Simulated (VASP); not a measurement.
Input of a VASP 6.6.1 run:

File INCAR:

```
SYSTEM = PtSe2
  PREC = Accurate
  ENCUT = 520
  EDIFF = 1E-7
  ISMEAR = 0
  SIGMA = 0.15
  LREAL = .FALSE.
  LASPH = .TRUE.
  NELM = 100
  ALGO = Normal
  ISIF = 2
  LWAVE = .FALSE.
  LCHARG = .FALSE.
  GGA = PS
  IVDW = 12
  NBANDS = 18
```

Contents of KPOINTS:

```
regular mesh
0
G
  12 12 8
  0 0 0
```

Contents of POSCAR:

```
PtSe2
1.0
    4.0192794499      0.0000000000      0.0000000000
   -2.0096397250      2.7522589696      0.0000000000
    0.0000000000      0.0000000000      4.6296715343
Pt Se
1 2
Direct
    0.0000000000      0.0000000000      0.0000000000
    0.3333333333      0.6666666667      0.2721511594
    0.6666666667      0.3333333333      0.7278488406
```

Potentials or basis: VASP PAW PBE potentials, release 64 (Pt, Se).

Run with:

```bash
$ cat potpaw_PBE.64/Pt/POTCAR potpaw_PBE.64/Se/POTCAR > POTCAR
$ mpirun -np 1 vasp_std > vasp.out
```

**Question.** Estimate the band gap on the k mesh.

**Answer.** Zero (bands 11 and 12 overlap by 1.39 eV).

**Question.** What does it give for the largest force?

**Answer.** 3.296 eV/Å.

**Question.** Predict the dispersion energy per atom.

**Answer.** -0.510 eV.

**Question.** What does it give for the pressure?

**Answer.** 25.6 GPa.

Stress tensor (GPa, compression positive):
```
-0.76  0.00  0.00
 0.00 55.67 28.07
 0.00 28.07 21.86
```

Caveat: the cell differs from its parent crystal (normal strain along x +0.0750, normal strain along y -0.1500); the stress differs along the axes, from -1 to 56 GPa; the PAW data sets were made with another functional, which shifts forces and pressure a little; spin-orbit coupling is left out, which moves the levels of the heavy elements.
